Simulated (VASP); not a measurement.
# Lu (Fm-3m) in VASP: relaxation of cell and atoms with PBE

Aim: the relaxation of cell and atoms of Lu with PBE.

Everything below comes from runs of VASP 6.6.1. Logs are shortened: lines on timing, memory, paths and dates and some standing lists are left out, and cuts for length are marked.

## Step 1: The cell of the first run

It takes space group Fm-3m (No. 225, cubic). The conventional cell has a = 4.562 Å, b = 4.562 Å, c = 4.562 Å, α = 90.00°, β = 90.00°, γ = 90.00°. Lu (site symmetry m-3m) has 12 Lu at 3.23 Å within 4.2 Å.

This isn't the form of Lu at room conditions, which is hcp.

## Step 2: Relaxation of cell and atoms, PBE

Input file INCAR:

```
PREC     = Accurate       # precision mode
ENCUT    = 600            # plane-wave cutoff, eV
EDIFF    = 1E-6           # SCF threshold, eV
ISMEAR   = -1             # smearing method
SIGMA    = 0.05           # smearing width, eV
LREAL    = False          # projectors in reciprocal space
LASPH    = True           # aspherical terms in the spheres
NELM     = 100            # most SCF steps
ALGO     = Normal         # electronic algorithm
ISIF     = 3              # what is computed and relaxed
LWAVE    = False          # write WAVECAR
LCHARG   = False          # write CHGCAR
GGA      = PE             # functional
IBRION   = 2              # ionic algorithm
NSW      = 100            # ionic steps
EDIFFG   = -0.005         # ionic threshold
```

Input file KPOINTS:

```
regular mesh
0
Gamma
  15 15 15
```

Input file POSCAR:

```
Lu
1.0
    0.0000000000      2.2812145887      2.2812145887
    2.2812145887      0.0000000000      2.2812145887
    2.2812145887      2.2812145887      0.0000000000
Lu
1
Direct
    0.0000000000      0.0000000000      0.0000000000
```

Potentials or basis: VASP PAW PBE potentials, release 64 (Lu).

Launch:

```sh
$ cat potpaw_PBE.64/Lu/POTCAR > POTCAR
$ mpirun -np 1 vasp_std > vasp.out
```

OUTCAR:

```text
PREC = Accurate
   ENCUT = 600
   EDIFF = 1E-6
   ISMEAR = -1
   LREAL = False
   LASPH = True
   NELM = 100
   ISIF = 3
   GGA = PE
   IBRION = 2
   NSW = 100
   EDIFFG = -0.005

 ion  position               nearest neighbor table
   1  0.000  0.000  0.000-

  LATTYP: Found a face centered cubic cell.
 ALAT       =     4.5624291774

  Lattice vectors:

 A1 = (   0.0000000000,   2.2812145887,   2.2812145887)
 A2 = (   2.2812145887,   0.0000000000,   2.2812145887)
 A3 = (   2.2812145887,   2.2812145887,   0.0000000000)

Analysis of symmetry for initial positions (statically):
=====================================================================
 Subroutine PRICEL returns:
 Original cell was already a primitive cell.

 Routine SETGRP: Setting up the symmetry group for a
 face centered cubic supercell.

 Subroutine GETGRP returns: Found 48 space group operations
 (whereof 48 operations were pure point group operations)
 out of a pool of 48 trial point group operations.

The static configuration has the point symmetry O_h .

Analysis of symmetry for dynamics (positions and initial velocities):
=====================================================================
 Subroutine PRICEL returns:
 Original cell was already a primitive cell.

 Routine SETGRP: Setting up the symmetry group for a
 face centered cubic supercell.

 Subroutine GETGRP returns: Found 48 space group operations
 (whereof 48 operations were pure point group operations)
 out of a pool of 48 trial point group operations.

The dynamic configuration has the point symmetry O_h .

 Subroutine INISYM returns: Found 48 space group operations
 (whereof 48 operations are pure point group operations),
 and found     1 'primitive' translations

----------------------------------------------------------------------------------------

                                     Primitive cell

  volume of cell :      23.7426

  direct lattice vectors                    reciprocal lattice vectors
     0.000000000  2.281214589  2.281214589    -0.219181484  0.219181484  0.219181484
     2.281214589  0.000000000  2.281214589     0.219181484 -0.219181484  0.219181484
     2.281214589  2.281214589  0.000000000     0.219181484  0.219181484 -0.219181484

  length of vectors
     3.226124610  3.226124610  3.226124610     0.379633467  0.379633467  0.379633467

  position of ions in fractional coordinates (direct lattice)
     0.000000000  0.000000000  0.000000000

  ion indices of the primitive-cell ions
   primitive index   ion index
                 1           1

----------------------------------------------------------------------------------------

 KPOINTS: regular mesh

Automatic generation of k-mesh.
 Grid dimensions read from file:
 generate k-points for:   15   15   15

 Generating k-lattice:

  Cartesian coordinates                     Fractional coordinates (reciprocal lattice)
    -0.014612099  0.014612099  0.014612099     0.066666667  0.000000000  0.000000000
     0.014612099 -0.014612099  0.014612099     0.000000000  0.066666667  0.000000000
     0.014612099  0.014612099 -0.014612099     0.000000000  0.000000000  0.066666667

  Length of vectors
     0.025308898  0.025308898  0.025308898

  Shift w.r.t. Gamma in fractional coordinates (k-lattice)
     0.000000000  0.000000000  0.000000000

 Subroutine IBZKPT returns following result:
 ===========================================

 Found    120 irreducible k-points:

 Following reciprocal coordinates:
            Coordinates               Weight
  0.000000  0.000000  0.000000      1.000000
  0.066667  0.000000  0.000000      8.000000
  0.133333  0.000000  0.000000      8.000000
  0.200000  0.000000  0.000000      8.000000
  0.266667  0.000000  0.000000      8.000000
  0.333333  0.000000  0.000000      8.000000
[... 16 lines left out ...]
  0.133333  0.133333  0.000000      6.000000
  0.200000  0.133333  0.000000     24.000000
 [... further k-points ...]
   k-points           NKPTS =    120   k-points in BZ     NKDIM =    120   number of bands    NBANDS=     16
   number of dos      NEDOS =    301   number of ions     NIONS =      1
   total plane-waves  NPLWV =  21952
   dimension x,y,z NGX =    28 NGY =   28 NGZ =   28
   dimension x,y,z NGXF=    56 NGYF=   56 NGZF=   56
   ions per type =               1
   NGX,Y,Z   is equivalent  to a cutoff of  14.43, 14.43, 14.43 a.u.
   NGXF,Y,Z  is equivalent  to a cutoff of  28.86, 28.86, 28.86 a.u.
 SYSTEM =  unknown system
   PREC   = accura    normal or accurate (medium, high low for compatibility)
   ISTART =      0    job   : 0-new  1-cont  2-samecut
   ICHARG =      2    charge: 1-file 2-atom 10-const
   ISPIN  =      1    spin polarized calculation?
   LNONCOLLINEAR =      F non collinear calculations
   LSORBIT =      F    spin-orbit coupling
   LASPH  =      T    aspherical Exc in radial PAW
   ENCUT  =  600.0 eV  44.10 Ry    6.64 a.u.   6.44  6.44  6.44*2*pi/ulx,y,z
   NELM   =    100;   NELMIN=  2; NELMDL= -5     # of ELM steps
   EDIFF  = 0.1E-05   stopping-criterion for ELM
   LREAL  =      F    real-space projection
   EDIFFG = -.5E-02   stopping-criterion for IOM
   NSW    =    100    number of steps for IOM
   IBRION =      2    ionic relax: 0-MD 1-quasi-New 2-CG
   NFREE  =      1    steps in history (QN), initial steepest desc. (CG)
   ISIF   =      3    stress and relaxation
   ISYM   =      2    0-nonsym 1-usesym 2-fastsym
   POTIM  = 0.5000    time-step for ionic-motion
   TEBEG  =    0.0;   TEEND  =   0.0 temperature during run
   PSTRESS=    0.0 pullay stress
   NELECT =      25.0000    total number of electrons
   NUPDOWN=      -1.0000    fix difference up-down
   EMIN   =  10.00;   EMAX   =-10.00  energy-range for DOS
   EFERMI =   0.00;   METHOD = LEGACY
   ISMEAR =    -1;   SIGMA  =   0.05  broadening in eV -4-tet -1-fermi 0-gaus
   EFERMI_NEDOS =   21; number of points for ismear=-14 and -15
   IALGO  =     38    algorithm
   IMIX   =      4    mixing-type and parameters
     AMIX     =   0.40;   BMIX     =  1.00
     AMIX_MAG =   1.60;   BMIX_MAG =  1.00
  volume/ion in A,a.u.               =      23.74       160.22
  Fermi-wavevector in a.u.,A,eV,Ry     =   1.665503  3.147344 37.741194  2.773900
  Thomas-Fermi vector in A             =   2.751862
   LORBIT       =      0    0 simple, 1 ext, 2 COOP (PROOUT), +10 PAW based schemes
   GGA     = PE    functional components
   LHFCALC =     F    Hartree Fock is set to
   AEXX    =    0.0000 exact exchange contribution
   IVDW    =     0    specifies the selected vdW correction
   LEPSILON=     F    determine dielectric tensor
   LRPA    =     F    only Hartree local field effects (RPA)
 conjugate gradient relaxation of ions
 non-spin polarized calculation
  energy-cutoff  :      600.00
  volume of cell :       23.74
 maximum number of plane-waves:       821
 NGX is ok and might be reduce to    28
   NGX = 13   NGY = 13   NGZ = 13

--------------------------------------- Ionic step        1  -------------------------------------------

 number of electron      24.9999996 magnetization

 Free energy of the ion-electron system (eV)
  ---------------------------------------------------
  ext. energy  EPLUGINS =         0.00000000
  ---------------------------------------------------
  free energy    TOTEN  =        -4.31020514 eV

  energy without entropy =       -4.30219501  energy(sigma->0) =       -4.30620007

 E-fermi :   3.1255     XC(G=0): -11.6867

 val. band max:        3.1209161250   @ k =   0.2667   0.2667   0.0000
 cond. band min:       3.1752424699   @ k =   0.3333   0.2667   0.0667
 fundamental gap:      0.0543263449
 Fermi energy:         3.1255164122

 k-point     1 :       0.0000    0.0000    0.0000
  band No.  band energies     occupation
      1     -52.7083      2.00000
      2     -22.9513      2.00000
      3     -22.9513      2.00000
      4     -22.9513      2.00000
      5      -3.4513      2.00000
      6      -1.6642      2.00000
[... 8 lines left out ...]
     15       5.5663      0.00000
     16       8.5695      0.00000

 k-point     2 :       0.0667    0.0000    0.0000
  band No.  band energies     occupation
      1     -52.7050      2.00000
      2     -22.9968      2.00000
      3     -22.9568      2.00000
      4     -22.9568      2.00000
      5      -3.2946      2.00000
      6      -1.6605      2.00000
[... 8 lines left out ...]
     15       5.6451      0.00000
     16       8.4709      0.00000
[... 501 lines left out ...]
 VOLUME and BASIS-vectors are now :
 -----------------------------------------------------------------------------
  energy-cutoff  :      600.00
  volume of cell :       28.92
      direct lattice vectors                 reciprocal lattice vectors
     0.000000000  2.436192873  2.436192873    -0.205238266  0.205238266  0.205238266
     2.436192873  0.000000000  2.436192873     0.205238266 -0.205238266  0.205238266
     2.436192873  2.436192873  0.000000000     0.205238266  0.205238266 -0.205238266

 POSITION                                       TOTAL-FORCE (eV/Angst)
 -----------------------------------------------------------------------------------
      0.00000      0.00000      0.00000        -0.000000     -0.000000     -0.000000
 -----------------------------------------------------------------------------------
    total drift:                               -0.000000     -0.000000     -0.000000

  FREE ENERGIE OF THE ION-ELECTRON SYSTEM (eV)
  ---------------------------------------------------
  free  energy   TOTEN  =        -4.4838361476 eV

  energy  without entropy=       -4.4710314560  energy(sigma->0) =       -4.47743380

--------------------------------------- Ionic step        4  -------------------------------------------

 number of electron      25.0000004 magnetization

 Free energy of the ion-electron system (eV)
  ---------------------------------------------------
  ext. energy  EPLUGINS =         0.00000000
  ---------------------------------------------------
  free energy    TOTEN  =        -4.48390705 eV

  energy without entropy =       -4.47095924  energy(sigma->0) =       -4.47743314

 E-fermi :   2.2852     XC(G=0): -10.6737

 val. band max:        2.2536115183   @ k =  -0.4667   0.2667   0.1333
 cond. band min:       2.2916836622   @ k =   0.3333   0.2667   0.0000
 fundamental gap:      0.0380721440
 Fermi energy:         2.2851723039

 k-point     1 :       0.0000    0.0000    0.0000
  band No.  band energies     occupation
      1     -53.9333      2.00000
      2     -24.3562      2.00000
      3     -24.3562      2.00000
      4     -24.3562      2.00000
      5      -3.7954      2.00000
      6      -2.7412      2.00000
[... 8 lines left out ...]
     15       4.5362      0.00000
     16       6.9214      0.00000

 k-point     2 :       0.0667    0.0000    0.0000
  band No.  band energies     occupation
      1     -53.9320      2.00000
      2     -24.3788      2.00000
      3     -24.3591      2.00000
      4     -24.3591      2.00000
      5      -3.6715      2.00000
      6      -2.7387      2.00000
[... 8 lines left out ...]
     15       4.5982      0.00000
     16       6.8491      0.00000
[... 431 lines left out ...]
 VOLUME and BASIS-vectors are now :
 -----------------------------------------------------------------------------
  energy-cutoff  :      600.00
  volume of cell :       29.06
      direct lattice vectors                 reciprocal lattice vectors
     0.000000000  2.440065766  2.440065766    -0.204912510  0.204912510  0.204912510
     2.440065766  0.000000000  2.440065766     0.204912510 -0.204912510  0.204912510
     2.440065766  2.440065766  0.000000000     0.204912510  0.204912510 -0.204912510

 POSITION                                       TOTAL-FORCE (eV/Angst)
 -----------------------------------------------------------------------------------
      2.44007      2.44007      4.88013         0.000000      0.000000      0.000000
 -----------------------------------------------------------------------------------
    total drift:                                0.000000     -0.000000      0.000000

  FREE ENERGIE OF THE ION-ELECTRON SYSTEM (eV)
  ---------------------------------------------------
  free  energy   TOTEN  =        -4.4839070454 eV

  energy  without entropy=       -4.4709592394  energy(sigma->0) =       -4.47743314

 reached required accuracy - stopping structural energy minimisation
```

It took 2.2 min on 1 thread of AMD EPYC 9R45 (Zen 5), shared host; peak memory 0.19 GiB.

Results:

```yaml
Free_energy: -4.4839 eV
Relaxed_volume: 29.06 Å³/atom
Relaxed_cell: a = 3.451 Å, b = 3.451 Å, c = 3.451 Å, α = 60.00°, β = 60.00°, γ = 60.00°
Space_group_after_relaxing_to_0.1_Å: Fm-3m (No. 225)
Energy_gained_by_relaxing: 173.7 meV/atom
Ionic_steps: 4
Pressure_after_relaxing: 0.0 GPa
Band_gap_on_the_k_mesh: zero (an odd number of electrons rules out a gap without spin polarisation)
```

The path:
```csv
step,energy change (eV),largest force (eV/Å),pressure (GPa),volume (Å³)
1,0.0000,0.0000,12.35,23.74
2,-0.1634,0.0000,-2.31,30.60
3,-0.1736,0.0000,0.22,28.92
4,-0.1737,0.0000,-0.02,29.06
```

Final structure:
```cif
data_structure
_symmetry_space_group_name_H-M 'P 1'
_symmetry_Int_Tables_number 1
_cell_length_a 3.4508
_cell_length_b 3.4508
_cell_length_c 3.4508
_cell_angle_alpha 60.000
_cell_angle_beta 60.000
_cell_angle_gamma 60.000
_cell_volume 29.06
loop_
_atom_site_label
_atom_site_type_symbol
_atom_site_fract_x
_atom_site_fract_y
_atom_site_fract_z
_atom_site_occupancy
Lu1 Lu 0.00000 0.00000 0.00000 1
```

Levels at points of the mesh, in eV from the Fermi level:
| k point | band 8 | band 9 | band 10 | band 11 | band 12 | band 13 | band 14 | band 15 | band 16 |
| --- | --- | --- | --- | --- | --- | --- | --- | --- | --- |
| (0.00, 0.00, 0.00) | -4.98 | -4.98 | -4.90 | -4.90 | -4.90 | 2.25 | 2.25 | 2.25 | 4.64 |

Caveat: the volume moved by over 15 % at a fixed basis, so the end points are rough; spin-orbit coupling is left out, which moves the levels of the heavy elements.

The gap in the log of VASP goes by the Fermi energy; the results here count the filled bands.